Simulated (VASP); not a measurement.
# Mg5ZnO6 in VASP: settings compared

Aim: see how the results for Mg5ZnO6 move with the level of theory and the settings. Levels: PBE, r2SCAN. Tasks: single point.

Program: VASP 6.6.1. These are calculated values, not measurements. Logs are shortened: lines on timing, memory, paths and dates and some standing lists are left out, and cuts for length are marked.

**1. The cell of the first run**

Symmetry: P4/mmm, No. 123, tetragonal system. The conventional cell has a = 3.019 Å, b = 3.019 Å, c = 12.799 Å, α = 90.00°, β = 90.00°, γ = 90.00°. Mg (site symmetry 4mm) has 6 O at 2.12 to 2.13 Å within 2.8 Å. Within 2.8 Å of Mg (site symmetry 4/mmm) lie 6 O at 2.12 to 2.13 Å. Mg (site symmetry 4mm) has 6 O at 2.13 to 2.14 Å within 2.8 Å. Within 2.8 Å of Zn (site symmetry 4/mmm) lie 6 O at 2.13 to 2.16 Å. Within 2.8 Å of O (site symmetry 4/mmm) lie 6 Mg at 2.12 to 2.13 Å. Within 2.8 Å of O (site symmetry 4mm) lie 6 Mg at 2.12 to 2.14 Å. Within 2.8 Å of O (site symmetry 4mm) lie 5 Mg at 2.12 to 2.13 Å and 1 Zn at 2.16 Å. O (site symmetry 4/mmm) has 4 Zn at 2.13 Å and 2 Mg at 2.14 Å within 2.8 Å.

**2. Single point, PBE**

Input file INCAR:

```
  ALGO = Normal
  EDIFF = 1E-7
  ENCUT = 520
  GGA = PE
  ISIF = 2
  ISMEAR = 0
  LASPH = True
  LCHARG = False
  LREAL = False
  LWAVE = False
  NBANDS = 41
  NELM = 80
  PREC = Accurate
  SIGMA = 0.1
```

Input file KPOINTS:

```
k-points
0
Gamma
  4 4 1
```

Input file POSCAR:

```
Mg5ZnO6
1.0
    3.0186229121      0.0000000000      0.0000000000
    0.0000000000      3.0186229121      0.0000000000
    0.0000000000      0.0000000000     12.7992760565
Mg Zn O
5 1 6
Direct
    0.0000000000      0.0000000000      0.6655847162
    0.5000000000      0.5000000000      0.5000000000
    0.0000000000      1.0000000000      0.3344152838
    0.5000000000      0.5000000000      0.1668094998
    0.5000000000      0.5000000000      0.8331905002
    0.0000000000      1.0000000000      0.0000000000
    0.0000000000      0.0000000000      0.5000000000
    0.5000000000      0.5000000000      0.3340229278
    1.0000000000      0.0000000000      0.1690970157
    0.5000000000      0.5000000000      0.0000000000
    1.0000000000      0.0000000000      0.8309029843
    0.5000000000      0.5000000000      0.6659770722
```

Potentials or basis: VASP PAW PBE potentials, release 64 (Mg, Zn, O).

Command:

```
cat potpaw_PBE.64/Mg/POTCAR potpaw_PBE.64/Zn/POTCAR potpaw_PBE.64/O/POTCAR > POTCAR
mpirun -np 1 vasp_std > vasp.out
```

OUTCAR:

```text
EDIFF = 1E-7
   ENCUT = 520
   GGA = PE
   ISIF = 2
   ISMEAR = 0
   LASPH = True
   LREAL = False
   NELM = 80
   PREC = Accurate

 ion  position               nearest neighbor table
   1  0.000  0.000  0.666-  11 2.12   7 2.12  12 2.13  12 2.13  12 2.13  12 2.13   2 3.01   2 3.01
                             2 3.01   2 3.01   5 3.03   5 3.03   5 3.03   5 3.03
   2  0.500  0.500  0.500-   8 2.12  12 2.12   7 2.13   7 2.13   7 2.13   7 2.13   3 3.01   3 3.01
                             1 3.01   3 3.01   1 3.01   1 3.01   3 3.01   1 3.01
   3  0.000  0.000  0.334-   9 2.12   7 2.12   8 2.13   8 2.13   8 2.13   8 2.13   2 3.01   2 3.01
                             2 3.01   2 3.01   4 3.03   4 3.03   4 3.03   4 3.03
   4  0.500  0.500  0.167-   9 2.13   9 2.13   9 2.13   9 2.13  10 2.14   8 2.14   6 3.02   6 3.02
                             6 3.02   6 3.02   3 3.03   3 3.03   3 3.03   3 3.03
   5  0.500  0.500  0.833-  11 2.13  11 2.13  11 2.13  11 2.13  10 2.14  12 2.14   6 3.02   6 3.02
                             6 3.02   6 3.02   1 3.03   1 3.03   1 3.03   1 3.03
   6  0.000  0.000  0.000-  10 2.13  10 2.13  10 2.13  10 2.13  11 2.16   9 2.16   5 3.02   5 3.02
                             4 3.02   5 3.02   4 3.02   4 3.02   5 3.02   4 3.02
   7  0.000  0.000  0.500-   1 2.12   3 2.12   2 2.13   2 2.13   2 2.13   2 2.13
   8  0.500  0.500  0.334-   2 2.12   3 2.13   3 2.13   3 2.13   3 2.13   4 2.14
   9  0.000  0.000  0.169-   3 2.12   4 2.13   4 2.13   4 2.13   4 2.13   6 2.16
  10  0.500  0.500  0.000-   6 2.13   6 2.13   6 2.13   6 2.13   4 2.14   5 2.14
  11  0.000  0.000  0.831-   1 2.12   5 2.13   5 2.13   5 2.13   5 2.13   6 2.16
  12  0.500  0.500  0.666-   2 2.12   1 2.13   1 2.13   1 2.13   1 2.13   5 2.14

  LATTYP: Found a simple tetragonal cell.
 ALAT       =     3.0186229121
 C/A-ratio  =     4.2401043221

  Lattice vectors:

 A1 = (   3.0186229121,   0.0000000000,   0.0000000000)
 A2 = (   0.0000000000,   3.0186229121,   0.0000000000)
 A3 = (   0.0000000000,   0.0000000000,  12.7992760565)

Analysis of symmetry for initial positions (statically):
=====================================================================
 Subroutine PRICEL returns:
 Original cell was already a primitive cell.

 Routine SETGRP: Setting up the symmetry group for a
 simple tetragonal supercell.

 Subroutine GETGRP returns: Found 16 space group operations
 (whereof 16 operations were pure point group operations)
 out of a pool of 16 trial point group operations.

The static configuration has the point symmetry D_4h.

Analysis of symmetry for dynamics (positions and initial velocities):
=====================================================================
 Subroutine PRICEL returns:
 Original cell was already a primitive cell.

 Routine SETGRP: Setting up the symmetry group for a
 simple tetragonal supercell.

 Subroutine GETGRP returns: Found 16 space group operations
 (whereof 16 operations were pure point group operations)
 out of a pool of 16 trial point group operations.

The dynamic configuration has the point symmetry D_4h.

 Subroutine INISYM returns: Found 16 space group operations
 (whereof 16 operations are pure point group operations),
 and found     1 'primitive' translations

----------------------------------------------------------------------------------------

                                     Primitive cell

  volume of cell :     116.6281

  direct lattice vectors                    reciprocal lattice vectors
     3.018622912  0.000000000  0.000000000     0.331276887  0.000000000  0.000000000
     0.000000000  3.018622912  0.000000000     0.000000000  0.331276887  0.000000000
     0.000000000  0.000000000 12.799276057     0.000000000  0.000000000  0.078129419

  length of vectors
     3.018622912  3.018622912 12.799276057     0.331276887  0.331276887  0.078129419

  position of ions in fractional coordinates (direct lattice)
     0.000000000  0.000000000  0.665584716
     0.500000000  0.500000000  0.500000000
     0.000000000  0.000000000  0.334415284
     0.500000000  0.500000000  0.166809500
     0.500000000  0.500000000  0.833190500
     0.000000000  0.000000000  0.000000000
     0.000000000  0.000000000  0.500000000
     0.500000000  0.500000000  0.334022928
     0.000000000  0.000000000  0.169097016
     0.500000000  0.500000000  0.000000000
     0.000000000  0.000000000  0.830902984
     0.500000000  0.500000000  0.665977072

  ion indices of the primitive-cell ions
   primitive index   ion index
                 1           1
                 2           2
                 3           3
                 4           4
                 5           5
                 6           6
                 7           7
                 8           8
                 9           9
                10          10
                11          11
                12          12

----------------------------------------------------------------------------------------

 KPOINTS: k-points

Automatic generation of k-mesh.
 Grid dimensions read from file:
 generate k-points for:    4    4    1

 Generating k-lattice:

  Cartesian coordinates                     Fractional coordinates (reciprocal lattice)
     0.082819222  0.000000000  0.000000000     0.250000000  0.000000000  0.000000000
     0.000000000  0.082819222  0.000000000     0.000000000  0.250000000  0.000000000
     0.000000000  0.000000000  0.078129419     0.000000000  0.000000000  1.000000000

  Length of vectors
     0.082819222  0.082819222  0.078129419

  Shift w.r.t. Gamma in fractional coordinates (k-lattice)
     0.000000000  0.000000000  0.000000000

 Subroutine IBZKPT returns following result:
 ===========================================

 Found      6 irreducible k-points:

 Following reciprocal coordinates:
            Coordinates               Weight
  0.000000  0.000000  0.000000      1.000000
  0.250000  0.000000  0.000000      4.000000
  0.500000  0.000000  0.000000      2.000000
  0.250000  0.250000  0.000000      4.000000
  0.500000  0.250000  0.000000      4.000000
  0.500000  0.500000  0.000000      1.000000
   k-points           NKPTS =      6   k-points in BZ     NKDIM =      6   number of bands    NBANDS=     41
   number of dos      NEDOS =    301   number of ions     NIONS =     12
   total plane-waves  NPLWV =  55296
   dimension x,y,z NGX =    24 NGY =   24 NGZ =   96
   dimension x,y,z NGXF=    48 NGYF=   48 NGZF=  192
   ions per type =               5   1   6
   NGX,Y,Z   is equivalent  to a cutoff of  13.22, 13.22, 12.47 a.u.
   NGXF,Y,Z  is equivalent  to a cutoff of  26.44, 26.44, 24.94 a.u.
 SYSTEM =  unknown system
   PREC   = accura    normal or accurate (medium, high low for compatibility)
   ISTART =      0    job   : 0-new  1-cont  2-samecut
   ICHARG =      2    charge: 1-file 2-atom 10-const
   ISPIN  =      1    spin polarized calculation?
   LNONCOLLINEAR =      F non collinear calculations
   LSORBIT =      F    spin-orbit coupling
   LASPH  =      T    aspherical Exc in radial PAW
   ENCUT  =  520.0 eV  38.22 Ry    6.18 a.u.   5.61  5.61 23.80*2*pi/ulx,y,z
   NELM   =     80;   NELMIN=  2; NELMDL= -5     # of ELM steps
   EDIFF  = 0.1E-06   stopping-criterion for ELM
   LREAL  =      F    real-space projection
   EDIFFG = 0.1E-05   stopping-criterion for IOM
   NSW    =      0    number of steps for IOM
   IBRION =     -1    ionic relax: 0-MD 1-quasi-New 2-CG
   NFREE  =      0    steps in history (QN), initial steepest desc. (CG)
   ISIF   =      2    stress and relaxation
   ISYM   =      2    0-nonsym 1-usesym 2-fastsym
   POTIM  = 0.5000    time-step for ionic-motion
   TEBEG  =    0.0;   TEEND  =   0.0 temperature during run
   PSTRESS=    0.0 pullay stress
   NELECT =      58.0000    total number of electrons
   NUPDOWN=      -1.0000    fix difference up-down
   EMIN   =  10.00;   EMAX   =-10.00  energy-range for DOS
   EFERMI =   0.00;   METHOD = LEGACY
   ISMEAR =     0;   SIGMA  =   0.10  broadening in eV -4-tet -1-fermi 0-gaus
   EFERMI_NEDOS =   21; number of points for ismear=-14 and -15
   IALGO  =     38    algorithm
   IMIX   =      4    mixing-type and parameters
     AMIX     =   0.40;   BMIX     =  1.00
     AMIX_MAG =   1.60;   BMIX_MAG =  1.00
  volume/ion in A,a.u.               =       9.72        65.59
  Fermi-wavevector in a.u.,A,eV,Ry     =   1.297029  2.451030 22.888877  1.682285
  Thomas-Fermi vector in A             =   2.428448
   LORBIT       =      0    0 simple, 1 ext, 2 COOP (PROOUT), +10 PAW based schemes
   GGA     = PE    functional components
   LHFCALC =     F    Hartree Fock is set to
   AEXX    =    0.0000 exact exchange contribution
   IVDW    =     0    specifies the selected vdW correction
   LEPSILON=     F    determine dielectric tensor
   LRPA    =     F    only Hartree local field effects (RPA)
 non-spin polarized calculation
 Gauss-broadening in eV      SIGMA  =   0.10
  energy-cutoff  :      520.00
  volume of cell :      116.63
 maximum number of plane-waves:      3168
 NGX is ok and might be reduce to    24
   NGX = 11   NGY = 11   NGZ = 47

 number of electron      58.0000018 magnetization

 Free energy of the ion-electron system (eV)
  ---------------------------------------------------
  ext. energy  EPLUGINS =         0.00000000
  ---------------------------------------------------
  free energy    TOTEN  =       -68.17050040 eV

  energy without entropy =      -68.17050040  energy(sigma->0) =      -68.17050040

 E-fermi :   4.0292     XC(G=0): -11.1320

 val. band max:        3.5256341606   @ k =   0.5000   0.0000   0.0000
 cond. band min:       6.1644641511   @ k =   0.0000   0.0000   0.0000
 fundamental gap:      2.6388299905
 Fermi energy:         4.0292276336

 k-point     1 :       0.0000    0.0000    0.0000
  band No.  band energies     occupation
      1     -14.5539      2.00000
      2     -14.1228      2.00000
      3     -14.0152      2.00000
      4     -13.4605      2.00000
      5     -13.2684      2.00000
      6     -12.9380      2.00000
[... 253 lines left out ...]
     40      13.7217      0.00000
     41      13.7442      0.00000

------------------------ aborting loop because EDIFF is reached ----------------------------------------

  FORCE on cell =-STRESS in cart. coord.  units (eV):
  Direction    XX          YY          ZZ          XY          YZ          ZX
  --------------------------------------------------------------------------------------
  -------------------------------------------------------------------------------------
  Total       -0.2670395     -0.2670395     -0.4476822      0.0000000      0.0000000     -0.0000000
  in kB       -3.6684524     -3.6684524     -6.1500303      0.0000000      0.0000000     -0.0000000
  external PRESSURE =      -4.4956450 kB  Pullay stress =       0.0000000 kB

 VOLUME and BASIS-vectors are now :
 -----------------------------------------------------------------------------
  energy-cutoff  :      520.00
  volume of cell :      116.63
      direct lattice vectors                 reciprocal lattice vectors
     3.018622912  0.000000000  0.000000000     0.331276887  0.000000000  0.000000000
     0.000000000  3.018622912  0.000000000     0.000000000  0.331276887  0.000000000
     0.000000000  0.000000000 12.799276057     0.000000000  0.000000000  0.078129419

 POSITION                                       TOTAL-FORCE (eV/Angst)
 -----------------------------------------------------------------------------------
      0.00000      0.00000      8.51900        -0.000000     -0.000000     -0.003337
      1.50931      1.50931      6.39964        -0.000000     -0.000000      0.000000
      0.00000      0.00000      4.28027        -0.000000     -0.000000      0.003337
      1.50931      1.50931      2.13504        -0.000000     -0.000000     -0.001858
      1.50931      1.50931     10.66424         0.000000      0.000000      0.001858
      0.00000      0.00000      0.00000        -0.000000     -0.000000      0.000000
      0.00000      0.00000      6.39964        -0.000000     -0.000000      0.000000
      1.50931      1.50931      4.27525        -0.000000     -0.000000      0.002056
      0.00000      0.00000      2.16432        -0.000000      0.000000      0.031837
      1.50931      1.50931      0.00000        -0.000000     -0.000000      0.000000
      0.00000      0.00000     10.63496         0.000000      0.000000     -0.031837
      1.50931      1.50931      8.52402        -0.000000      0.000000     -0.002056
 -----------------------------------------------------------------------------------
    total drift:                                0.000000     -0.000000      0.000000

  FREE ENERGIE OF THE ION-ELECTRON SYSTEM (eV)
  ---------------------------------------------------
  free  energy   TOTEN  =       -68.1705004000 eV

  energy  without entropy=      -68.1705004000  energy(sigma->0) =      -68.17050040
```

It took 37 s on 1 thread of AMD EPYC 7R13 (Zen 3), shared host; peak memory 0.19 GiB.

What came out:

| Property | Result |
| --- | --- |
| Free energy | -68.1705 eV |
| Pressure | -0.4 GPa |
| Largest force | 0.032 eV/Å |
| Band gap on the k mesh | 2.64 eV (least direct gap 3.45 eV) |

Forces on the atoms (eV/Å):
```
Mg   0.000  0.000 -0.003
Mg   0.000  0.000  0.000
Mg   0.000  0.000  0.003
Mg   0.000  0.000 -0.002
Mg   0.000  0.000  0.002
Zn   0.000  0.000  0.000
O    0.000  0.000  0.000
O    0.000  0.000  0.002
O    0.000  0.000  0.032
O    0.000  0.000  0.000
O    0.000  0.000 -0.032
O    0.000  0.000 -0.002
```

Stress tensor (GPa, compression positive):
```
-0.37  0.00  0.00
 0.00 -0.37  0.00
 0.00  0.00 -0.62
```

Caveat: the k points lie up to 0.52 Å⁻¹ apart. A k mesh can miss the band edges.

(Part 1 of 2 ends here.)
